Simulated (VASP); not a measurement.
# B17SN17 (a cell with a defect) in VASP: single point with PBE

Aim: the single point of B17SN17 (a cell with a defect) with PBE.

Program: VASP 6.6.1. These are calculated values, not measurements. Logs are shortened: lines on timing, memory, paths and dates and some standing lists are left out, and cuts for length are marked.

### 1 The cell of the first run

The cell holds a defect, 35 atoms: a = 7.465 Å, b = 7.465 Å, c = 6.495 Å, α = 90.00°, β = 90.00°, γ = 120.00°.

### 2 Single point, PBE

Input file INCAR:

```
SYSTEM = B17SN17
  ALGO = Normal
  EDIFF = 1E-6
  ENCUT = 520
  GGA = PE
  GGA_COMPAT = .False.
  ISIF = 2
  ISMEAR = -1
  ISYM = -1
  LASPH = .True.
  LCHARG = .False.
  LREAL = Auto
  LWAVE = .False.
  NBANDS = 94
  NELECT = 144.0
  NELM = 120
  PREC = Accurate
  SIGMA = 0.01
```

Input file KPOINTS:

```
explicit points
4
Reciprocal
  0.25000000   0.25000000   0.25000000 2
  0.25000000   0.25000000   0.75000000 2
  0.25000000   0.75000000   0.25000000 2
  0.25000000   0.75000000   0.75000000 2
```

Input file POSCAR:

```
B17SN17
1.0
    7.4650312844      0.0000000000      0.0000000000
   -3.7325156422      6.4649067324      0.0000000000
    0.0000000000      0.0000000000      6.4954828762
B N S
17 17 1
Direct
    0.0951577370      0.2063998136      0.2502230956
    0.2237628063      0.1222047048      0.7817101141
    0.0930340200      0.5376591468      0.2568035637
    0.2369195075      0.4636594229      0.7378746927
    0.0929886463      0.8727200428      0.2615460283
    0.2366661207      0.7929935571      0.7549713896
    0.4303432785      0.2096200165      0.2824803873
    0.5808565973      0.1217529196      0.7599572916
    0.4297812588      0.5379405048      0.2787353482
    0.4288351292      0.8728410581      0.2655706922
    0.5609723204      0.7795682896      0.7088161876
    0.7626955430      0.2080930492      0.2608379816
    0.9006737633      0.1193757260      0.7160052831
    0.7678904326      0.5448209415      0.3549618159
    0.9071941898      0.4641293483      0.6920591388
    0.7625260126      0.8719426911      0.2497968865
    0.9061569613      0.7877174034      0.6806865643
    0.1190671097      0.2337929061      0.7466190827
    0.2057217134      0.0958102229      0.2657985767
    0.1199476208      0.5704888864      0.7605455817
    0.2063958511      0.4286011150      0.2511410733
    0.1224591837      0.9025299888      0.7514338589
    0.2055785613      0.7620244580      0.2645215905
    0.5395206041      0.0947908692      0.2801030676
    0.4454685659      0.5673944808      0.6945469926
    0.5376320127      0.4280554133      0.3053067362
    0.4595657664      0.9017226588      0.7457237432
    0.5391805685      0.7618871648      0.2568873804
    0.7956681546      0.2355216237      0.7065447611
    0.8723796448      0.0959650872      0.2358539039
    0.8280668362      0.5834056276      0.5965163696
    0.8726043954      0.4276669906      0.2702508028
    0.7900929091      0.8963664629      0.6954407750
    0.8724249607      0.7632743902      0.2601075636
    0.4887951350      0.2800713947      0.8594281223
```

Potentials or basis: VASP PAW PBE potentials, release 64 (B, N, S).

Command:

```sh
$ cat potpaw_PBE.64/B/POTCAR potpaw_PBE.64/N/POTCAR potpaw_PBE.64/S/POTCAR > POTCAR
$ mpirun -np 1 vasp_std > vasp.out
```

OUTCAR:

```text
SYSTEM = B17SN17
   EDIFF = 1E-6
   ENCUT = 520
   GGA = PE
   ISIF = 2
   ISMEAR = -1
   ISYM = -1
   LASPH = .True.
   LREAL = Auto
   NELECT = 144.0
   NELM = 120
   PREC = Accurate

 ion  position               nearest neighbor table
   1  0.095  0.206  0.250-  19 1.43  21 1.44  30 1.44
   2  0.224  0.122  0.782-  18 1.42  22 1.44  35 1.80
   3  0.093  0.538  0.257-  32 1.43  21 1.44  23 1.45
   4  0.237  0.464  0.738-  25 1.38  20 1.45  18 1.49
   5  0.093  0.873  0.262-  34 1.43  19 1.44  23 1.44
   6  0.237  0.793  0.755-  20 1.44  27 1.44  22 1.45
   7  0.430  0.210  0.282-  26 1.42  24 1.45  19 1.46
   8  0.581  0.122  0.760-  27 1.43  29 1.43  35 1.76
   9  0.430  0.538  0.279-  26 1.42  28 1.45  21 1.46
  10  0.429  0.873  0.266-  28 1.43  24 1.44  23 1.44
  11  0.561  0.780  0.709-  25 1.38  27 1.47  33 1.48
  12  0.763  0.208  0.261-  32 1.42  30 1.44  24 1.45
  13  0.901  0.119  0.716-  18 1.43  29 1.43  33 1.45
  14  0.768  0.545  0.355-  26 1.52  32 1.54  34 1.54  31 1.62
  15  0.907  0.464  0.692-  31 1.43  20 1.45  29 1.48
  16  0.763  0.872  0.250-  34 1.41  28 1.44  30 1.45
  17  0.906  0.788  0.681-  31 1.44  33 1.46  22 1.47
  18  0.119  0.234  0.747-   2 1.42  13 1.43   4 1.49
  19  0.206  0.096  0.266-   1 1.43   5 1.44   7 1.46
  20  0.120  0.570  0.761-   6 1.44  15 1.45   4 1.45
  21  0.206  0.429  0.251-   1 1.44   3 1.44   9 1.46
  22  0.122  0.903  0.751-   2 1.44   6 1.45  17 1.47
  23  0.206  0.762  0.265-  10 1.44   5 1.44   3 1.45
  24  0.540  0.095  0.280-  10 1.44  12 1.45   7 1.45
  25  0.445  0.567  0.695-  11 1.38   4 1.38
  26  0.538  0.428  0.305-   9 1.42   7 1.42  14 1.52
  27  0.460  0.902  0.746-   8 1.43   6 1.44  11 1.47
  28  0.539  0.762  0.257-  10 1.43  16 1.44   9 1.45
  29  0.796  0.236  0.707-  13 1.43   8 1.43  15 1.48
  30  0.872  0.096  0.236-  12 1.44   1 1.44  16 1.45
  31  0.828  0.583  0.597-  15 1.43  17 1.44  14 1.62
  32  0.873  0.428  0.270-  12 1.42   3 1.43  14 1.54
  33  0.790  0.896  0.695-  13 1.45  17 1.46  11 1.48
  34  0.872  0.763  0.260-  16 1.41   5 1.43  14 1.54
  35  0.489  0.280  0.859-   8 1.76   2 1.80

IMPORTANT INFORMATION: All symmetrisations will be switched off!
NOSYMM: (Re-)initialisation of all symmetry stuff for point group C_1.

----------------------------------------------------------------------------------------

                                     Primitive cell

  volume of cell :     313.4768

  direct lattice vectors                    reciprocal lattice vectors
     7.465031284  0.000000000  0.000000000     0.133957911  0.077340636  0.000000000
    -3.732515642  6.464906732  0.000000000     0.000000000  0.154681273  0.000000000
     0.000000000  0.000000000  6.495482876     0.000000000  0.000000000  0.153953142

  length of vectors
     7.465031284  7.465031284  6.495482876     0.154681273  0.154681273  0.153953142

  position of ions in fractional coordinates (direct lattice)
     0.095157737  0.206399814  0.250223096
     0.223762806  0.122204705  0.781710114
     0.093034020  0.537659147  0.256803564
     0.236919507  0.463659423  0.737874693
     0.092988646  0.872720043  0.261546028
     0.236666121  0.792993557  0.754971390
[... 27 lines left out ...]
     0.872424961  0.763274390  0.260107564
     0.488795135  0.280071395  0.859428122

  ion indices of the primitive-cell ions
   primitive index   ion index
                 1           1
                 2           2
                 3           3
                 4           4
                 5           5
                 6           6
[... 27 lines left out ...]
                34          34
                35          35

----------------------------------------------------------------------------------------

 KPOINTS: explicit points

Read explicit list of k-points.

 Found      4 k-points:

 Following reciprocal coordinates:
            Coordinates               Weight
  0.250000  0.250000  0.250000      0.250000
  0.250000  0.250000  0.750000      0.250000
  0.250000  0.750000  0.250000      0.250000
  0.250000  0.750000  0.750000      0.250000
   k-points           NKPTS =      4   k-points in BZ     NKDIM =      4   number of bands    NBANDS=     94
   number of dos      NEDOS =    301   number of ions     NIONS =     35
   total plane-waves  NPLWV = 150528
   dimension x,y,z NGX =    56 NGY =   56 NGZ =   48
   dimension x,y,z NGXF=   112 NGYF=  112 NGZF=   96
   ions per type =              17  17   1
   NGX,Y,Z   is equivalent  to a cutoff of  12.47, 12.47, 12.29 a.u.
   NGXF,Y,Z  is equivalent  to a cutoff of  24.94, 24.94, 24.57 a.u.
 SYSTEM =  B17SN17
   PREC   = accura    normal or accurate (medium, high low for compatibility)
   ISTART =      0    job   : 0-new  1-cont  2-samecut
   ICHARG =      2    charge: 1-file 2-atom 10-const
   ISPIN  =      1    spin polarized calculation?
   LNONCOLLINEAR =      F non collinear calculations
   LSORBIT =      F    spin-orbit coupling
   LASPH  =      T    aspherical Exc in radial PAW
   ENCUT  =  520.0 eV  38.22 Ry    6.18 a.u.  13.88 13.88 12.08*2*pi/ulx,y,z
   NELM   =    120;   NELMIN=  2; NELMDL= -5     # of ELM steps
   EDIFF  = 0.1E-05   stopping-criterion for ELM
   LREAL  =      T    real-space projection
   EDIFFG = 0.1E-04   stopping-criterion for IOM
   NSW    =      0    number of steps for IOM
   IBRION =     -1    ionic relax: 0-MD 1-quasi-New 2-CG
   NFREE  =      0    steps in history (QN), initial steepest desc. (CG)
   ISIF   =      2    stress and relaxation
   ISYM   =     -1    0-nonsym 1-usesym 2-fastsym
   POTIM  = 0.5000    time-step for ionic-motion
   TEBEG  =    0.0;   TEEND  =   0.0 temperature during run
   PSTRESS=    0.0 pullay stress
   NELECT =     144.0000    total number of electrons
   NUPDOWN=      -1.0000    fix difference up-down
   EMIN   =  10.00;   EMAX   =-10.00  energy-range for DOS
   EFERMI =   0.00;   METHOD = LEGACY
   ISMEAR =    -1;   SIGMA  =   0.01  broadening in eV -4-tet -1-fermi 0-gaus
   EFERMI_NEDOS =   21; number of points for ismear=-14 and -15
   IALGO  =     38    algorithm
   IMIX   =      4    mixing-type and parameters
     AMIX     =   0.40;   BMIX     =  1.00
     AMIX_MAG =   1.60;   BMIX_MAG =  1.00
  volume/ion in A,a.u.               =       8.96        60.44
  Fermi-wavevector in a.u.,A,eV,Ry     =   1.263166  2.387038 21.709310  1.595589
  Thomas-Fermi vector in A             =   2.396537
   LORBIT       =      0    0 simple, 1 ext, 2 COOP (PROOUT), +10 PAW based schemes
   GGA     = PE    functional components
   LHFCALC =     F    Hartree Fock is set to
   AEXX    =    0.0000 exact exchange contribution
   IVDW    =     0    specifies the selected vdW correction
   LEPSILON=     F    determine dielectric tensor
   LRPA    =     F    only Hartree local field effects (RPA)
 non-spin polarized calculation
  energy-cutoff  :      520.00
  volume of cell :      313.48
 maximum number of plane-waves:      8452
 NGX is ok and might be reduce to    56
   NGX = 27   NGY = 27   NGZ = 25

 number of electron     143.9999998 magnetization

 Free energy of the ion-electron system (eV)
  ---------------------------------------------------
  ext. energy  EPLUGINS =         0.00000000
  ---------------------------------------------------
  free energy    TOTEN  =      -287.51549417 eV

  energy without entropy =     -287.51549417  energy(sigma->0) =     -287.51549417

 E-fermi :   4.6385     XC(G=0): -10.3792

 val. band max:        4.3496804394   @ k =   0.2500   0.7500   0.2500
 cond. band min:       6.8767186756   @ k =   0.2500   0.2500   0.2500
 fundamental gap:      2.5270382362
 Fermi energy:         4.6384605362

 k-point     1 :       0.2500    0.2500    0.2500
  band No.  band energies     occupation
      1     -14.8915      2.00000
      2     -14.4862      2.00000
      3     -14.4026      2.00000
      4     -14.1962      2.00000
      5     -13.9688      2.00000
      6     -13.3668      2.00000
[... 76 lines left out ...]
     83       9.5348      0.00000
     84       9.9205      0.00000

 k-point     2 :       0.2500    0.2500    0.7500
  band No.  band energies     occupation
      1     -14.8999      2.00000
      2     -14.4621      2.00000
      3     -14.3908      2.00000
      4     -14.2185      2.00000
      5     -13.9781      2.00000
      6     -13.3748      2.00000
[... 76 lines left out ...]
     83       9.5583      0.00000
     84       9.8525      0.00000

 k-point     3 :       0.2500    0.7500    0.2500
  band No.  band energies     occupation
      1     -15.1495      2.00000
      2     -14.6077      2.00000
      3     -14.1157      2.00000
      4     -13.7397      2.00000
      5     -13.5819      2.00000
      6     -13.5244      2.00000
[... 76 lines left out ...]
     83       9.5730      0.00000
     84       9.9066      0.00000

 k-point     4 :       0.2500    0.7500    0.7500
  band No.  band energies     occupation
      1     -15.1513      2.00000
      2     -14.6025      2.00000
      3     -14.1120      2.00000
      4     -13.7582      2.00000
      5     -13.5865      2.00000
      6     -13.5085      2.00000
[... 76 lines left out ...]
     83       9.5902      0.00000
     84       9.9529      0.00000
 [bands above 84 left out]

------------------------ aborting loop because EDIFF is reached ----------------------------------------

  FORCE on cell =-STRESS in cart. coord.  units (eV):
  Direction    XX          YY          ZZ          XY          YZ          ZX
  --------------------------------------------------------------------------------------
  -------------------------------------------------------------------------------------
  Total       40.1455345     31.5885829     27.1555083     -2.9251431     -0.6474990     -0.4020153
  in kB      205.1835261    161.4490104    138.7915995    -14.9503846     -3.3093625     -2.0546970
  external PRESSURE =     168.4747120 kB  Pullay stress =       0.0000000 kB

 VOLUME and BASIS-vectors are now :
 -----------------------------------------------------------------------------
  energy-cutoff  :      520.00
  volume of cell :      313.48
      direct lattice vectors                 reciprocal lattice vectors
     7.465031284  0.000000000  0.000000000     0.133957911  0.077340636  0.000000000
    -3.732515642  6.464906732  0.000000000     0.000000000  0.154681273  0.000000000
     0.000000000  0.000000000  6.495482876     0.000000000  0.000000000  0.153953142

 POSITION                                       TOTAL-FORCE (eV/Angst)
 -----------------------------------------------------------------------------------
     -0.06004      1.33436      1.62532        -0.144885      0.085207     -0.008696
      1.21427      0.79004      5.07758         0.064960      0.025354     -0.018444
     -1.31232      3.47592      1.66806        -0.237289      0.130985      0.001630
      0.03800      2.99751      4.79285         0.272639     -0.139619     -0.008010
     -2.56328      5.64205      1.69887        -0.132734      0.085217     -0.051007
     -1.19314      5.12663      4.90390         0.080149     -0.097584      0.094374
[... 27 lines left out ...]
      3.66375      4.93450      1.68952         0.139604     -0.070486      0.099487
      2.60350      1.81064      5.58240        -0.027679     -0.133557     -0.009395
 -----------------------------------------------------------------------------------
    total drift:                                0.000206      0.005244      0.002901

  FREE ENERGIE OF THE ION-ELECTRON SYSTEM (eV)
  ---------------------------------------------------
  free  energy   TOTEN  =      -287.5154941732 eV

  energy  without entropy=     -287.5154941732  energy(sigma->0) =     -287.51549417
```

Run time: 2.8 min. Hardware: 1 thread of Intel Xeon 6975P-C (Granite Rapids), shared host; peak memory 0.42 GiB.

What came out:

```yaml
Free_energy: -287.5155 eV
Largest_force: 0.333 eV/Å
```

Forces in eV/Å, atoms in the order of the input:
```
B   -0.145  0.085 -0.009
B    0.065  0.025 -0.018
B   -0.237  0.131  0.002
B    0.273 -0.140 -0.008
B   -0.133  0.085 -0.051
B    0.080 -0.098  0.094
B   -0.164  0.099  0.012
B    0.006 -0.057 -0.004
B   -0.127  0.069 -0.052
B   -0.183  0.117  0.015
B    0.186 -0.166 -0.134
B   -0.213  0.103  0.059
B    0.239 -0.161  0.050
B   -0.135  0.032  0.006
B    0.119 -0.029 -0.028
B   -0.169  0.092 -0.035
B    0.039  0.008 -0.006
N   -0.153  0.025 -0.074
N    0.138 -0.054 -0.114
N   -0.151  0.180 -0.028
N    0.213 -0.127  0.026
N    0.018 -0.029  0.060
N    0.164 -0.100 -0.022
N    0.158 -0.106 -0.053
N   -0.223  0.145  0.113
N    0.173 -0.084  0.095
N   -0.162  0.158  0.039
N    0.181 -0.079  0.038
N   -0.279  0.181 -0.021
N    0.194 -0.112 -0.043
N    0.031 -0.057 -0.060
N    0.167 -0.054 -0.033
N   -0.080  0.118  0.093
N    0.140 -0.070  0.099
S   -0.028 -0.134 -0.009
```

Levels at points of the mesh, in eV from the Fermi level:
```csv
k point,band 68,band 69,band 70,band 71,band 72,band 73,band 74,band 75,band 76,band 77
"(0.25, 0.25, 0.25)",-2.26,-2.05,-1.70,-1.24,-0.30,2.24,2.53,2.87,3.11,3.25
```

Caveat: the cell carries a net charge on a neutralising background, which shifts energy and pressure; the cell is charged against a uniform background, so pressure and absolute levels hang on convention.
